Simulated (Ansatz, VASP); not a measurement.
# Two plane-wave programs on TaF3

Contents of INCAR:

```
ALGO = Normal ; EDIFF = 1E-6
ENCUT = 520 ; GGA = PS
ISIF = 2 ; ISMEAR = 0
LASPH = True ; LCHARG = False
LREAL = False ; LWAVE = False
NBANDS = 24 ; NELM = 80
PREC = Accurate ; SIGMA = 0.15
```

File KPOINTS:

```
k-points
0
Gamma
  12 12 12
```

Contents of POSCAR:

```
TaF3
1.0
    3.7841640000      0.0000000000      0.0000000000
    0.0000000000      3.7841640000      0.0000000000
    0.0000000000      0.0000000000      4.0182360000
Ta F
1 3
Direct
    0.0000000000      0.0000000000      0.0000000000
    0.5000000000      0.0000000000      0.0000000000
    0.0000000000      0.5000000000      0.0000000000
    0.0000000000      0.0000000000      0.5000000000
```

Input for Ansatz:

```yaml
crystal:
  lattice:
    - [3.784164, 0.0, 0.0]
    - [0.0, 3.784164, 0.0]
    - [0.0, 0.0, 4.018236]
  atoms:
    - { symbol: Ta, position: [0.0, 0.0, 0.0] }
    - { symbol: F, position: [0.5, 0.0, 0.0] }
    - { symbol: F, position: [0.0, 0.5, 0.0] }
    - { symbol: F, position: [0.0, 0.0, 0.5] }
basis:
  ecutwfc: 420
kpoints:
  mp_grid: { grid: [12, 12, 12] }
hamiltonian:
  xc: pbesol
scf:
  occupations: { method: gaussian, width: 0.15 }
output:
  forces: true
  stress: true
  eigenvalues: true
```

Change from the starting cell: strain -0.030 along x and y, +0.030 along z, atoms carried along.

Alike in both runs: task single point; functional PBEsol; k mesh 12 × 12 × 12; occupations gaussian, width 0.15 eV; no spin polarisation.

|  | VASP | Ansatz |
| --- | --- | --- |
| version | VASP 6.6.1 | Ansatz 0.2.0 |
| potentials or method | VASP PAW PBE potentials, release 64 (Ta_pv, F), cutoff 520 eV | scalar-relativistic, plane waves, PAW |
| valence electrons in the cell | 32 | 34 |

```csv
,VASP,Ansatz,Ansatz less VASP
gap on the k mesh at the Fermi level (eV),none,none,-
pressure (GPa),29.2,28.5,-0.67
"traceless stress, the component that is largest in VASP (GPa)",-18.24,-17.86,+0.382
```

VASP's potentials were made for PBE, not for PBEsol. A gap of «none» marks a metal or a gap that the smearing closes. Both programs put the cell under a high pressure, so it lies far from rest at this level. VASP's potentials hold 32 valence electrons a cell and Ansatz's 34, so a difference there can come from the potentials and not from the codes.

Neither program's run includes spin-orbit coupling.
